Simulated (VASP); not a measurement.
Si4O7 (a cell with a defect): single point with PBE

Si4O7 (a cell with a defect):

```
Si O
1.0
     5.07998    0.00000    0.00000
     0.00000    5.07998    0.00000
     0.00000    0.00000    7.09148
Si O
4 7
Direct
  0.29443 0.29443 0.00000
  0.20557 0.79443 0.25000
  0.70557 0.70557 0.50000
  0.79443 0.20557 0.75000
  0.40537 0.74096 0.42483
  0.75904 0.90537 0.67483
  0.59463 0.25904 0.92483
  0.74096 0.40537 0.57517
  0.00693 0.91867 0.27967
  0.25904 0.59463 0.07517
  0.09463 0.24096 0.82517
```

This cell differs from its parent crystal: atoms taken out, atom 9 moved 0.375 of the way to it and +0.225 Å across, host rigid.

- Program: VASP 6.6.1
- Task: single point
- Functional: PBE
- Potentials or basis: VASP PAW PBE potentials, release 64 (Si, O)
- Cutoff: 520 eV
- k mesh: 4 × 4 × 4
- Occupations: gaussian, width 0.05 eV
- Spin: no spin polarisation

```yaml
Pressure: 15.2 GPa
Largest_force: 43.583 eV/Å
Band_gap_on_the_k_mesh: 0.48 eV
```

Forces on the atoms (eV/Å):
```
Si    0.014  -2.215   1.456
Si   35.435 -19.637  -8.899
Si    0.421   0.507   0.019
Si    0.333  -0.024   0.669
O     0.831  -0.315   0.083
O     0.002  -0.255  -0.270
O     0.680   0.236  -0.669
O     0.017   0.340  -0.549
O   -37.248  20.954   8.543
O    -0.095   0.299   0.327
O    -0.390   0.110  -0.711
```

Stress tensor (GPa, compression positive):
```
 33.26 -21.11  -4.95
-21.11  11.05   6.53
 -4.95   6.53   1.18
```

Levels at points of the mesh, in eV from the valence-band top:
```csv
k point,band 26,band 27,band 28,band 29,band 30,band 31,band 32,band 33
"(0.00, 0.00, 0.00)",-4.16,-3.89,-3.45,-1.30,0.80,3.91,4.26,4.67
"(0.50, 0.00, 0.00)",-4.17,-3.98,-3.90,-0.72,0.70,3.56,3.99,4.93
"(0.00, 0.50, 0.00)",-4.12,-3.93,-3.62,-0.18,0.59,3.06,4.55,4.99
"(0.50, 0.50, 0.00)",-4.25,-4.06,-3.80,-0.14,1.04,3.04,3.98,4.29
"(0.00, 0.00, 0.50)",-4.00,-3.90,-3.65,-0.91,0.48,3.72,4.06,4.54
"(0.50, 0.00, 0.50)",-4.23,-4.10,-3.69,-0.91,0.90,3.61,4.09,4.52
"(0.00, 0.50, 0.50)",-4.27,-3.95,-3.49,-0.43,0.87,3.08,4.30,5.09
"(0.50, 0.50, 0.50)",-4.28,-4.20,-3.80,0.00,0.96,3.06,3.93,4.83
```

Wall time 3.8 min on 1 thread of AMD EPYC 9R14 (Zen 4), on a shared host, peak memory 0.35 GiB.

Caveat: the cell differs from its parent crystal (atoms taken out, atom 9 moved 0.375 of the way to it and +0.225 Å across, host rigid); atoms lie so close that the PAW spheres overlap strongly, which falsifies energies and pressures.
